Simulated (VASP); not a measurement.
# AlN (P1) in VASP: electric field gradients with PBE

Aim: the electric field gradients of AlN with PBE.

All numbers are computed with VASP 6.6.1; they aren't measurements. Logs are shortened: lines on timing, memory, paths and dates and some standing lists are left out, and cuts for length are marked.

### 1 The cell of the first run

The typed cell holds 4 atoms: a = 3.112 Å, b = 3.152 Å, c = 4.979 Å, α = 90.62°, β = 91.71°, γ = 121.27°.

### 2 Electric field gradients, PBE (equal xy, yz and zx shear strains of -3 %)

INCAR reads:

```
  PREC = Accurate
  ENCUT = 520
  EDIFF = 1E-8
  ISMEAR = -1
  SIGMA = 0.02
  LREAL = False
  LASPH = True
  NELM = 80
  ALGO = Normal
  ISIF = 2
  LWAVE = False
  LCHARG = False
  GGA = PE
  LEFG = True
  NBANDS = 16
```

KPOINTS reads:

```
regular mesh
0
Gamma
  11 11 6
```

POSCAR reads:

```
AlN
1.0
    3.1110021516     -0.0466650323     -0.0466650323
   -1.5959141792      2.7175394106     -0.0170805873
   -0.0746700000     -0.0746700000      4.9780000000
Al N
2 2
Direct
    0.3333333333      0.6666666667      0.0000000000
    0.6666666667      0.3333333333      0.5000000000
    0.3333333333      0.6666666667      0.3850000000
    0.6666666667      0.3333333333      0.8850000000
```

Potentials or basis: VASP PAW PBE potentials, release 64 (Al, N).

The run is started by

```console
> cat potpaw_PBE.64/Al/POTCAR potpaw_PBE.64/N/POTCAR > POTCAR
> mpirun -np 1 vasp_std > vasp.out
```

OUTCAR:

```text
PREC = Accurate
   ENCUT = 520
   EDIFF = 1E-8
   ISMEAR = -1
   LREAL = False
   LASPH = True
   NELM = 80
   ISIF = 2
   GGA = PE

 ion  position               nearest neighbor table
   1  0.333  0.667  0.000-   4 1.84   4 1.90   4 1.91   3 1.92   2 3.00   2 3.03   2 3.07   2 3.10
                             2 3.11   2 3.12
   2  0.667  0.333  0.500-   3 1.87   3 1.89   3 1.90   4 1.92   1 3.00   1 3.03   1 3.07   1 3.10
                             1 3.11   1 3.12
   3  0.333  0.667  0.385-   2 1.87   2 1.89   2 1.90   1 1.92
   4  0.667  0.333  0.885-   1 1.84   1 1.90   1 1.91   2 1.92

  LATTYP: Found a triclinic cell.
 ALAT       =     3.1515479152
 B/A-ratio  =     2.3625234169
 C/A-ratio  =     0.9873567314
 COS(alpha) =     0.0016408768
 COS(beta)  =     0.5191268021
 COS(gamma) =     0.6367893156

  Lattice vectors:

 A1 = (  -1.5959141792,   2.7175394106,  -0.0170805873)
 A2 = (  -0.0061562068,   5.4630837889,  -5.0588262069)
 A3 = (  -3.1110021516,   0.0466650323,   0.0466650323)

Analysis of symmetry for initial positions (statically):
=====================================================================
 Subroutine PRICEL returns:
 Original cell was already a primitive cell.

 Routine SETGRP: Setting up the symmetry group for a
 triclinic supercell.

 Subroutine GETGRP returns: Found  1 space group operations
 (whereof  1 operations were pure point group operations)
 out of a pool of  2 trial point group operations.

The static configuration has the point symmetry C_1 .

Analysis of symmetry for dynamics (positions and initial velocities):
=====================================================================
 Subroutine PRICEL returns:
 Original cell was already a primitive cell.

 Routine SETGRP: Setting up the symmetry group for a
 triclinic supercell.

 Subroutine GETGRP returns: Found  1 space group operations
 (whereof  1 operations were pure point group operations)
 out of a pool of  2 trial point group operations.

The dynamic configuration has the point symmetry C_1 .

 Subroutine INISYM returns: Found  1 space group operations
 (whereof  1 operations are pure point group operations),
 and found     1 'primitive' translations

----------------------------------------------------------------------------------------

                                     Primitive cell

  volume of cell :      41.6956

  direct lattice vectors                    reciprocal lattice vectors
     3.111002152 -0.046665032 -0.046665032     0.324414181  0.190565455  0.007724695
    -1.595914179  2.717539411 -0.017080587     0.005654869  0.371336390  0.005654869
    -0.074670000 -0.074670000  4.978000000     0.003060544  0.003060544  0.200975705

  length of vectors
     3.111702048  3.151547915  4.979119924     0.376323564  0.371422495  0.201022307

  position of ions in fractional coordinates (direct lattice)
     0.333333333  0.666666667  0.000000000
     0.666666667  0.333333333  0.500000000
     0.333333333  0.666666667  0.385000000
     0.666666667  0.333333333  0.885000000

  ion indices of the primitive-cell ions
   primitive index   ion index
                 1           1
                 2           2
                 3           3
                 4           4

----------------------------------------------------------------------------------------

 KPOINTS: regular mesh

Automatic generation of k-mesh.
 Grid dimensions read from file:
 generate k-points for:   11   11    6

 Generating k-lattice:

  Cartesian coordinates                     Fractional coordinates (reciprocal lattice)
     0.029492198  0.017324132  0.000702245     0.090909091  0.000000000  0.000000000
     0.000514079  0.033757854  0.000514079     0.000000000  0.090909091  0.000000000
     0.000510091  0.000510091  0.033495951    -0.000000000  0.000000000  0.166666667

  Length of vectors
     0.034211233  0.033765681  0.033503718

  Shift w.r.t. Gamma in fractional coordinates (k-lattice)
     0.000000000  0.000000000  0.000000000

 Subroutine IBZKPT returns following result:
 ===========================================

 Found    364 irreducible k-points:

 Following reciprocal coordinates:
            Coordinates               Weight
  0.000000  0.000000  0.000000      1.000000
  0.090909 -0.000000  0.000000      2.000000
  0.181818 -0.000000  0.000000      2.000000
  0.272727 -0.000000  0.000000      2.000000
  0.363636 -0.000000  0.000000      2.000000
  0.454545  0.000000  0.000000      2.000000
[... 16 lines left out ...]
  0.454545  0.181818 -0.000000      2.000000
 -0.454545  0.181818  0.000000      2.000000
 [... further k-points ...]
   k-points           NKPTS =    364   k-points in BZ     NKDIM =    364   number of bands    NBANDS=     16
   number of dos      NEDOS =    301   number of ions     NIONS =      4
   total plane-waves  NPLWV =  23040
   dimension x,y,z NGX =    24 NGY =   24 NGZ =   40
   dimension x,y,z NGXF=    48 NGYF=   48 NGZF=   80
   ions per type =               2   2
   NGX,Y,Z   is equivalent  to a cutoff of  12.82, 12.66, 13.36 a.u.
   NGXF,Y,Z  is equivalent  to a cutoff of  25.64, 25.32, 26.71 a.u.
 SYSTEM =  unknown system
   PREC   = accura    normal or accurate (medium, high low for compatibility)
   ISTART =      0    job   : 0-new  1-cont  2-samecut
   ICHARG =      2    charge: 1-file 2-atom 10-const
   ISPIN  =      1    spin polarized calculation?
   LNONCOLLINEAR =      F non collinear calculations
   LSORBIT =      F    spin-orbit coupling
   LASPH  =      T    aspherical Exc in radial PAW
   ENCUT  =  520.0 eV  38.22 Ry    6.18 a.u.   5.79  5.86  9.26*2*pi/ulx,y,z
   NELM   =     80;   NELMIN=  2; NELMDL= -5     # of ELM steps
   EDIFF  = 0.1E-07   stopping-criterion for ELM
   LREAL  =      F    real-space projection
   EDIFFG = 0.1E-06   stopping-criterion for IOM
   NSW    =      0    number of steps for IOM
   IBRION =     -1    ionic relax: 0-MD 1-quasi-New 2-CG
   NFREE  =      0    steps in history (QN), initial steepest desc. (CG)
   ISIF   =      2    stress and relaxation
   ISYM   =      2    0-nonsym 1-usesym 2-fastsym
   POTIM  = 0.5000    time-step for ionic-motion
   TEBEG  =    0.0;   TEEND  =   0.0 temperature during run
   PSTRESS=    0.0 pullay stress
   NELECT =      16.0000    total number of electrons
   NUPDOWN=      -1.0000    fix difference up-down
   EMIN   =  10.00;   EMAX   =-10.00  energy-range for DOS
   EFERMI =   0.00;   METHOD = LEGACY
   ISMEAR =    -1;   SIGMA  =   0.02  broadening in eV -4-tet -1-fermi 0-gaus
   EFERMI_NEDOS =   21; number of points for ismear=-14 and -15
   IALGO  =     38    algorithm
   IMIX   =      4    mixing-type and parameters
     AMIX     =   0.40;   BMIX     =  1.00
     AMIX_MAG =   1.60;   BMIX_MAG =  1.00
  volume/ion in A,a.u.               =      10.42        70.34
  Fermi-wavevector in a.u.,A,eV,Ry     =   1.189647  2.248107 19.255786  1.415260
  Thomas-Fermi vector in A             =   2.325750
   LORBIT       =      0    0 simple, 1 ext, 2 COOP (PROOUT), +10 PAW based schemes
   GGA     = PE    functional components
   LHFCALC =     F    Hartree Fock is set to
   AEXX    =    0.0000 exact exchange contribution
   IVDW    =     0    specifies the selected vdW correction
   LEPSILON=     F    determine dielectric tensor
   LRPA    =     F    only Hartree local field effects (RPA)
 non-spin polarized calculation
  energy-cutoff  :      520.00
  volume of cell :       41.70
 maximum number of plane-waves:      1140
   NGX = 11   NGY = 11   NGZ = 19

 number of electron      15.9999999 magnetization

 Free energy of the ion-electron system (eV)
  ---------------------------------------------------
  ext. energy  EPLUGINS =         0.00000000
  ---------------------------------------------------
  free energy    TOTEN  =       -29.71538128 eV

  energy without entropy =      -29.71538128  energy(sigma->0) =      -29.71538128

 E-fermi :   6.6867     XC(G=0): -10.9192

 val. band max:        6.2813409664   @ k =   0.0000   0.0000   0.0000
 cond. band min:      10.3697358664   @ k =   0.0000   0.0000   0.0000
 fundamental gap:      4.0883949001
 Fermi energy:         6.6867042210

 k-point     1 :       0.0000    0.0000    0.0000
  band No.  band energies     occupation
      1      -9.0276      2.00000
      2      -6.8709      2.00000
      3       0.1935      2.00000
      4       5.1970      2.00000
      5       5.3623      2.00000
      6       5.8629      2.00000
[... 8 lines left out ...]
     15      19.2690      0.00000
     16      19.5101      0.00000

 k-point     2 :       0.0909   -0.0000    0.0000
  band No.  band energies     occupation
      1      -8.9186      2.00000
      2      -6.8089      2.00000
      3       0.3231      2.00000
      4       4.8810      2.00000
      5       5.0635      2.00000
      6       5.4838      2.00000
[... 8 lines left out ...]
     15      19.1203      0.00000
     16      19.4751      0.00000

 k-point     3 :       0.1818   -0.0000    0.0000
  band No.  band energies     occupation
      1      -8.6029      2.00000
      2      -6.6427      2.00000
      3       0.7034      2.00000
      4       3.7693      2.00000
      5       4.4824      2.00000
      6       4.7279      2.00000
[... 8 lines left out ...]
     15      18.6110      0.00000
     16      18.7368      0.00000

 k-point     4 :       0.2727   -0.0000    0.0000
  band No.  band energies     occupation
      1      -8.1190      2.00000
      2      -6.4350      2.00000
      3       1.3039      2.00000
      4       2.5026      2.00000
      5       3.4491      2.00000
      6       4.3581      2.00000
[... 8 lines left out ...]
     15      18.3462      0.00000
     16      19.6367      0.00000
[... 324 lines left out ...]
 k-point    22 :       0.3636    0.1818   -0.0000
  band No.  band energies     occupation
      1      -6.8782      2.00000
      2      -6.3244      2.00000
      3       1.1276      2.00000
      4       2.1684      2.00000
      5       3.0157      2.00000
      6       3.1424      2.00000
[... 8 lines left out ...]
     15      18.9626      0.00000
     16      20.8032      0.00000

 k-point    23 :       0.4545    0.1818   -0.0000
  band No.  band energies     occupation
      1      -6.8998      2.00000
      2      -6.3203      2.00000
      3       1.1440      2.00000
      4       2.1822      2.00000
      5       3.0057      2.00000
      6       3.1141      2.00000
[... 8 lines left out ...]
     15      19.1282      0.00000
     16      20.7538      0.00000

 k-point    24 :      -0.4545    0.1818    0.0000
  band No.  band energies     occupation
      1      -7.3618      2.00000
      2      -6.2714      2.00000
      3       1.6810      2.00000
      4       2.1403      2.00000
      5       2.4236      2.00000
      6       3.5757      2.00000
[... 8 lines left out ...]
     15      18.5118      0.00000
     16      20.8077      0.00000

 [... further k-points ...]

------------------------ aborting loop because EDIFF is reached ----------------------------------------

  FORCE on cell =-STRESS in cart. coord.  units (eV):
  Direction    XX          YY          ZZ          XY          YZ          ZX
  --------------------------------------------------------------------------------------
  -------------------------------------------------------------------------------------
  Total        1.2203920      1.2171144      0.7409605      1.4135278      1.0004619      1.0046548
  in kB       46.8942891     46.7683469     28.4718502     54.3156498     38.4433470     38.6044600
  external PRESSURE =      40.7114954 kB  Pullay stress =       0.0000000 kB

 VOLUME and BASIS-vectors are now :
 -----------------------------------------------------------------------------
  energy-cutoff  :      520.00
  volume of cell :       41.70
      direct lattice vectors                 reciprocal lattice vectors
     3.111002152 -0.046665032 -0.046665032     0.324414181  0.190565455  0.007724695
    -1.595914179  2.717539411 -0.017080587     0.005654869  0.371336390  0.005654869
    -0.074670000 -0.074670000  4.978000000     0.003060544  0.003060544  0.200975705

 POSITION                                       TOTAL-FORCE (eV/Angst)
 -----------------------------------------------------------------------------------
     -0.02694      1.79614     -0.02694         0.500546      0.201955      0.219474
      1.50470      0.83740      2.45220        -0.127441      0.167169      0.186909
     -0.05569      1.76739      1.88959         0.183183     -0.167337     -0.183146
      1.47595      0.80865      4.36873        -0.556289     -0.201786     -0.223237
 -----------------------------------------------------------------------------------
    total drift:                                0.000075     -0.000125      0.000068

  FREE ENERGIE OF THE ION-ELECTRON SYSTEM (eV)
  ---------------------------------------------------
  free  energy   TOTEN  =       -29.7153812780 eV

  energy  without entropy=      -29.7153812780  energy(sigma->0) =      -29.71538128

 Electric field gradients (V/A^2)
---------------------------------------------------------------------
 ion       V_xx      V_yy      V_zz      V_xy      V_xz      V_yz
---------------------------------------------------------------------
   1      -7.782    -1.075     8.857    -6.012    -3.336     0.010
   2      -1.086    -7.470     8.555     0.533     3.472     0.136
   3       0.294    -0.800     0.506    -3.633    -2.750    -3.255
   4      -0.681     0.102     0.579    -4.566    -3.838    -3.320
---------------------------------------------------------------------

 Electric field gradients after diagonalization (V/A^2)
 (convention: |V_zz| > |V_xx| > |V_yy|)
----------------------------------------------------------------------
 ion       V_xx      V_yy      V_zz     asymmetry (V_yy - V_xx)/ V_zz
----------------------------------------------------------------------
   1       9.651     2.067   -11.717       0.647
   2      -7.516    -2.165     9.681       0.553
   3       3.424     3.090    -6.514       0.051
   4       4.317     3.588    -7.906       0.092
----------------------------------------------------------------------

           NMR quadrupolar parameters

 Cq : quadrupolar parameter    Cq=e*Q*V_zz/h
 eta: asymmetry parameters     (V_yy - V_xx)/ V_zz
 Q  : nuclear electric quadrupole moment in mb (millibarn)
----------------------------------------------------------------------
 ion       Cq(MHz)       eta       Q (mb)
----------------------------------------------------------------------
   1      -0.028       0.647       1.000
   2       0.023       0.553       1.000
   3      -0.016       0.051       1.000
   4      -0.019       0.092       1.000
----------------------------------------------------------------------
```

Wall time 1.7 min (1 thread of Intel Xeon 6975P-C (Granite Rapids), shared host); peak memory 0.31 GiB.

What came out:

```
Free energy                             : -29.7154 eV
Pressure                                : 4.1 GPa
Largest force                           : 0.632 eV/Å
Band gap on the k mesh                  : 4.09 eV
Largest electric field gradient by atom : Al -11.7, +9.7; N -6.5, -7.9 V/Å²
```

Forces in eV/Å, atoms in the order of the input:
```
Al   0.501  0.202  0.219
Al  -0.127  0.167  0.187
N    0.183 -0.167 -0.183
N   -0.556 -0.202 -0.223
```

Electric field gradients, principal values (V/Å²):
```tsv
atom	least	middle	greatest (by size)
1 Al	2.067	9.651	-11.717
2 Al	-2.165	-7.516	9.681
3 N	3.090	3.424	-6.514
4 N	3.588	4.317	-7.906
```

Caveat: the cell differs from its parent crystal (equal xy, yz and zx shear strains of -3 %); the cell stands under pressure; without QUAD_EFG the Cq values of the log hold for a quadrupole moment of 1 mb, not for the nuclei. A k mesh can miss the band edges.
